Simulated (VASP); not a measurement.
# Sn (P6/mmm) in VASP: single point with PBEsol

Aim: the single point of Sn with PBEsol.

Program: VASP 6.6.1. These are calculated values, not measurements. Logs are shortened: lines on timing, memory, paths and dates and some standing lists are left out, and cuts for length are marked.

**1. The cell of the first run**

The structure is hexagonal, space group P6/mmm (No. 191). The conventional cell has a = 5.566 Å, b = 5.566 Å, c = 5.147 Å, α = 90.00°, β = 90.00°, γ = 120.00°.

This isn't the form of Sn at room conditions, which is tetragonal (white tin).

**2. Single point, PBEsol**

File INCAR:

```
  PREC = Accurate
  ENCUT = 500
  EDIFF = 1E-6
  ISMEAR = 1
  SIGMA = 0.1
  LREAL = False
  LASPH = True
  NELM = 120
  ALGO = Normal
  ISIF = 2
  LWAVE = False
  LCHARG = False
  GGA = PS
  NBANDS = 13
  GGA_COMPAT = False
```

File KPOINTS:

```
Automatic mesh
0
Gamma
  5 5 5
```

File POSCAR:

```
Sn
1.0
    5.5665000000      0.0000000000      0.0000000000
   -2.7832500000      4.8207300000      0.0000000000
    0.0000000000      0.0000000000      5.1470500000
Sn
1
Direct
    0.0000000000      0.0000000000      0.0000000000
```

Potentials or basis: VASP PAW PBE potentials, release 64 (Sn_d).

Launch:

```bash
cat potpaw_PBE.64/Sn_d/POTCAR > POTCAR
mpirun -np 1 vasp_std > vasp.out
```

OUTCAR:

```text
PREC = Accurate
   ENCUT = 500
   EDIFF = 1E-6
   ISMEAR = 1
   LREAL = False
   LASPH = True
   NELM = 120
   ISIF = 2
   GGA = PS

 ion  position               nearest neighbor table
   1  0.000  0.000  0.000-

  LATTYP: Found a hexagonal cell.
 ALAT       =     5.5665000000
 C/A-ratio  =     0.9246474445

  Lattice vectors:

 A1 = (   5.5665000000,   0.0000000000,   0.0000000000)
 A2 = (  -2.7832500000,   4.8207300000,   0.0000000000)
 A3 = (   0.0000000000,   0.0000000000,   5.1470500000)

Analysis of symmetry for initial positions (statically):
=====================================================================
 Subroutine PRICEL returns:
 Original cell was already a primitive cell.

 Routine SETGRP: Setting up the symmetry group for a
 hexagonal supercell.

 Subroutine GETGRP returns: Found 24 space group operations
 (whereof 24 operations were pure point group operations)
 out of a pool of 24 trial point group operations.

The static configuration has the point symmetry D_6h.

Analysis of symmetry for dynamics (positions and initial velocities):
=====================================================================
 Subroutine PRICEL returns:
 Original cell was already a primitive cell.

 Routine SETGRP: Setting up the symmetry group for a
 hexagonal supercell.

 Subroutine GETGRP returns: Found 24 space group operations
 (whereof 24 operations were pure point group operations)
 out of a pool of 24 trial point group operations.

The dynamic configuration has the point symmetry D_6h.

 Subroutine INISYM returns: Found 24 space group operations
 (whereof 24 operations are pure point group operations),
 and found     1 'primitive' translations

----------------------------------------------------------------------------------------

                                     Primitive cell

  volume of cell :     138.1190

  direct lattice vectors                    reciprocal lattice vectors
     5.566500000  0.000000000  0.000000000     0.179646097  0.103718731  0.000000000
    -2.783250000  4.820730000  0.000000000     0.000000000  0.207437463  0.000000000
     0.000000000  0.000000000  5.147050000     0.000000000  0.000000000  0.194286047

  length of vectors
     5.566500000  5.566499645  5.147050000     0.207437450  0.207437463  0.194286047

  position of ions in fractional coordinates (direct lattice)
     0.000000000  0.000000000  0.000000000

  ion indices of the primitive-cell ions
   primitive index   ion index
                 1           1

----------------------------------------------------------------------------------------

 KPOINTS: Automatic mesh

Automatic generation of k-mesh.
 Grid dimensions read from file:
 generate k-points for:    5    5    5

 Generating k-lattice:

  Cartesian coordinates                     Fractional coordinates (reciprocal lattice)
     0.035929219  0.020743746  0.000000000     0.200000000  0.000000000  0.000000000
     0.000000000  0.041487493  0.000000000     0.000000000  0.200000000  0.000000000
     0.000000000  0.000000000  0.038857209     0.000000000  0.000000000  0.200000000

  Length of vectors
     0.041487490  0.041487493  0.038857209

  Shift w.r.t. Gamma in fractional coordinates (k-lattice)
     0.000000000  0.000000000  0.000000000

 Subroutine IBZKPT returns following result:
 ===========================================

 Found     15 irreducible k-points:

 Following reciprocal coordinates:
            Coordinates               Weight
  0.000000  0.000000  0.000000      1.000000
  0.200000 -0.000000  0.000000      6.000000
  0.400000 -0.000000  0.000000      6.000000
  0.200000  0.200000  0.000000      6.000000
  0.400000  0.200000  0.000000      6.000000
  0.000000  0.000000  0.200000      2.000000
  0.200000 -0.000000  0.200000     12.000000
  0.400000 -0.000000  0.200000     12.000000
  0.200000  0.200000  0.200000     12.000000
  0.400000  0.200000  0.200000     12.000000
  0.000000  0.000000  0.400000      2.000000
  0.200000 -0.000000  0.400000     12.000000
  0.400000 -0.000000  0.400000     12.000000
  0.200000  0.200000  0.400000     12.000000
  0.400000  0.200000  0.400000     12.000000
   k-points           NKPTS =     15   k-points in BZ     NKDIM =     15   number of bands    NBANDS=     13
   number of dos      NEDOS =    301   number of ions     NIONS =      1
   total plane-waves  NPLWV =  70560
   dimension x,y,z NGX =    42 NGY =   42 NGZ =   40
   dimension x,y,z NGXF=    84 NGYF=   84 NGZF=   80
   ions per type =               1
   NGX,Y,Z   is equivalent  to a cutoff of  12.54, 12.54, 12.92 a.u.
   NGXF,Y,Z  is equivalent  to a cutoff of  25.09, 25.09, 25.84 a.u.
 SYSTEM =  unknown system
   PREC   = accura    normal or accurate (medium, high low for compatibility)
   ISTART =      0    job   : 0-new  1-cont  2-samecut
   ICHARG =      2    charge: 1-file 2-atom 10-const
   ISPIN  =      1    spin polarized calculation?
   LNONCOLLINEAR =      F non collinear calculations
   LSORBIT =      F    spin-orbit coupling
   LASPH  =      T    aspherical Exc in radial PAW
   ENCUT  =  500.0 eV  36.75 Ry    6.06 a.u.  10.15 10.15  9.38*2*pi/ulx,y,z
   NELM   =    120;   NELMIN=  2; NELMDL= -5     # of ELM steps
   EDIFF  = 0.1E-05   stopping-criterion for ELM
   LREAL  =      F    real-space projection
   EDIFFG = 0.1E-04   stopping-criterion for IOM
   NSW    =      0    number of steps for IOM
   IBRION =     -1    ionic relax: 0-MD 1-quasi-New 2-CG
   NFREE  =      0    steps in history (QN), initial steepest desc. (CG)
   ISIF   =      2    stress and relaxation
   ISYM   =      2    0-nonsym 1-usesym 2-fastsym
   POTIM  = 0.5000    time-step for ionic-motion
   TEBEG  =    0.0;   TEEND  =   0.0 temperature during run
   PSTRESS=    0.0 pullay stress
   NELECT =      14.0000    total number of electrons
   NUPDOWN=      -1.0000    fix difference up-down
   EMIN   =  10.00;   EMAX   =-10.00  energy-range for DOS
   EFERMI =   0.00;   METHOD = LEGACY
   ISMEAR =     1;   SIGMA  =   0.10  broadening in eV -4-tet -1-fermi 0-gaus
   EFERMI_NEDOS =   21; number of points for ismear=-14 and -15
   IALGO  =     38    algorithm
   IMIX   =      4    mixing-type and parameters
     AMIX     =   0.40;   BMIX     =  1.00
     AMIX_MAG =   1.60;   BMIX_MAG =  1.00
  volume/ion in A,a.u.               =     138.12       932.07
  Fermi-wavevector in a.u.,A,eV,Ry     =   0.763308  1.442443  7.927282  0.582639
  Thomas-Fermi vector in A             =   1.862961
   LORBIT       =      0    0 simple, 1 ext, 2 COOP (PROOUT), +10 PAW based schemes
   GGA     = PS    functional components
   LHFCALC =     F    Hartree Fock is set to
   AEXX    =    0.0000 exact exchange contribution
   IVDW    =     0    specifies the selected vdW correction
   LEPSILON=     F    determine dielectric tensor
   LRPA    =     F    only Hartree local field effects (RPA)
 non-spin polarized calculation
 Methfessel and Paxton  Order N= 1 SIGMA  =   0.10
  energy-cutoff  :      500.00
  volume of cell :      138.12
 maximum number of plane-waves:      3529
 NGX is ok and might be reduce to    42
   NGX = 21   NGY = 21   NGZ = 19

 number of electron      13.9999999 magnetization

 Free energy of the ion-electron system (eV)
  ---------------------------------------------------
  ext. energy  EPLUGINS =         0.00000000
  ---------------------------------------------------
  free energy    TOTEN  =        -0.98384630 eV

  energy without entropy =       -0.98679171  energy(sigma->0) =       -0.98482811

 E-fermi :  -1.6939     XC(G=0):  -4.6391

 val. band max:       -1.7204642567   @ k =   0.4000   0.2000   0.4000
 cond. band min:      -1.6086477844   @ k =   0.2000   0.2000   0.4000
 fundamental gap:      0.1118164723
 Fermi energy:        -1.6939022974

 k-point     1 :       0.0000    0.0000    0.0000
  band No.  band energies     occupation
      1     -23.7731      2.00000
      2     -23.7731      2.00000
      3     -23.7332      2.00000
      4     -23.7332      2.00000
      5     -23.7187      2.00000
      6      -8.5162      2.00000
      7      -0.9011     -0.00000
      8      -0.9011     -0.00000
      9      -0.7806     -0.00000
     10       1.1663      0.00000
     11       3.5073      0.00000
     12       4.5449      0.00000
     13       4.5449      0.00000

 k-point     2 :       0.2000   -0.0000    0.0000
  band No.  band energies     occupation
      1     -23.7731      2.00000
      2     -23.7730      2.00000
      3     -23.7332      2.00000
      4     -23.7332      2.00000
      5     -23.7186      2.00000
      6      -8.4744      2.00000
      7      -1.4588     -0.00438
      8      -1.0046     -0.00000
      9      -0.7234     -0.00000
     10       1.8015      0.00000
     11       3.5910      0.00000
     12       3.9782      0.00000
     13       5.0896      0.00000

 k-point     3 :       0.4000   -0.0000    0.0000
  band No.  band energies     occupation
      1     -23.7731      2.00000
      2     -23.7728      2.00000
      3     -23.7333      2.00000
      4     -23.7332      2.00000
      5     -23.7185      2.00000
      6      -8.4036      2.00000
      7      -2.0615      2.00000
      8      -1.1553     -0.00000
      9      -0.6251     -0.00000
     10       2.2773      0.00000
     11       3.5469      0.00000
     12       4.3409      0.00000
     13       5.4799      0.00000

 k-point     4 :       0.2000    0.2000    0.0000
  band No.  band energies     occupation
      1     -23.7730      2.00000
      2     -23.7729      2.00000
      3     -23.7333      2.00000
      4     -23.7332      2.00000
      5     -23.7186      2.00000
      6      -8.4175      2.00000
      7      -1.8623      2.03848
      8      -1.2945     -0.00000
      9      -0.6447     -0.00000
     10       2.5556      0.00000
     11       3.4336      0.00000
     12       4.1747      0.00000
     13       5.5873      0.00000

 k-point     5 :       0.4000    0.2000    0.0000
  band No.  band energies     occupation
      1     -23.7730      2.00000
      2     -23.7728      2.00000
      3     -23.7333      2.00000
      4     -23.7332      2.00000
      5     -23.7185      2.00000
      6      -8.3811      2.00000
      7      -2.0261      2.00003
      8      -1.5206     -0.03426
      9      -0.5936     -0.00000
     10       2.9534      0.00000
     11       3.8231      0.00000
     12       4.0152      0.00000
     13       5.5482      0.00000
[... 113 lines left out ...]
 k-point    13 :       0.4000   -0.0000    0.4000
  band No.  band energies     occupation
      1     -23.7731      2.00000
      2     -23.7728      2.00000
      3     -23.7335      2.00000
      4     -23.7334      2.00000
      5     -23.7176      2.00000
      6      -8.2970      2.00000
      7      -1.8170      2.07090
      8      -1.7689      1.95203
      9      -0.9933     -0.00000
     10       2.4299      0.00000
     11       3.1766      0.00000
     12       4.7777      0.00000
     13       4.9681      0.00000

 k-point    14 :       0.2000    0.2000    0.4000
  band No.  band energies     occupation
      1     -23.7730      2.00000
      2     -23.7729      2.00000
      3     -23.7334      2.00000
      4     -23.7334      2.00000
      5     -23.7177      2.00000
      6      -8.3099      2.00000
      7      -1.8289      2.06684
      8      -1.6086     -0.00459
      9      -1.1109     -0.00000
     10       2.6699      0.00000
     11       3.7868      0.00000
     12       4.0872      0.00000
     13       4.3608      0.00000

 k-point    15 :       0.4000    0.2000    0.4000
  band No.  band energies     occupation
      1     -23.7730      2.00000
      2     -23.7728      2.00000
      3     -23.7335      2.00000
      4     -23.7334      2.00000
      5     -23.7176      2.00000
      6      -8.2762      2.00000
      7      -1.7724      1.97224
      8      -1.7205      1.43247
      9      -1.3127     -0.00000
     10       2.5024      0.00000
     11       3.3096      0.00000
     12       4.0443      0.00000
     13       5.3816      0.00000

------------------------ aborting loop because EDIFF is reached ----------------------------------------

  FORCE on cell =-STRESS in cart. coord.  units (eV):
  Direction    XX          YY          ZZ          XY          YZ          ZX
  --------------------------------------------------------------------------------------
  -------------------------------------------------------------------------------------
  Total       -1.4792891     -1.4792888     -1.7675400      0.0000000     -0.0000000     -0.0000000
  in kB      -17.1597211    -17.1597182    -20.5034257      0.0000000     -0.0000000     -0.0000000
  external PRESSURE =     -18.2742883 kB  Pullay stress =       0.0000000 kB

 VOLUME and BASIS-vectors are now :
 -----------------------------------------------------------------------------
  energy-cutoff  :      500.00
  volume of cell :      138.12
      direct lattice vectors                 reciprocal lattice vectors
     5.566500000  0.000000000  0.000000000     0.179646097  0.103718731  0.000000000
    -2.783250000  4.820730000  0.000000000     0.000000000  0.207437463  0.000000000
     0.000000000  0.000000000  5.147050000     0.000000000  0.000000000  0.194286047

 POSITION                                       TOTAL-FORCE (eV/Angst)
 -----------------------------------------------------------------------------------
      0.00000      0.00000      0.00000        -0.000000      0.000000      0.000000
 -----------------------------------------------------------------------------------
    total drift:                                0.000000     -0.000000     -0.000000

  FREE ENERGIE OF THE ION-ELECTRON SYSTEM (eV)
  ---------------------------------------------------
  free  energy   TOTEN  =        -0.9838463020 eV

  energy  without entropy=       -0.9867917146  energy(sigma->0) =       -0.98482811
```

Wall time 21 s (1 thread of Intel Xeon Platinum 8488C (Sapphire Rapids), shared host); peak memory 0.24 GiB.

Results:

- Free energy: -0.9838 eV
- Pressure: -1.8 GPa
- Band gap on the k mesh: zero (bands 7 and 8 overlap by 0.87 eV)

Stress tensor (GPa, compression positive):
```
-1.72  0.00  0.00
 0.00 -1.72  0.00
 0.00  0.00 -2.05
```

Caveat: the PAW data sets were made with another functional, which shifts forces and pressure a little; spin-orbit coupling is left out, which moves the levels of the heavy elements.
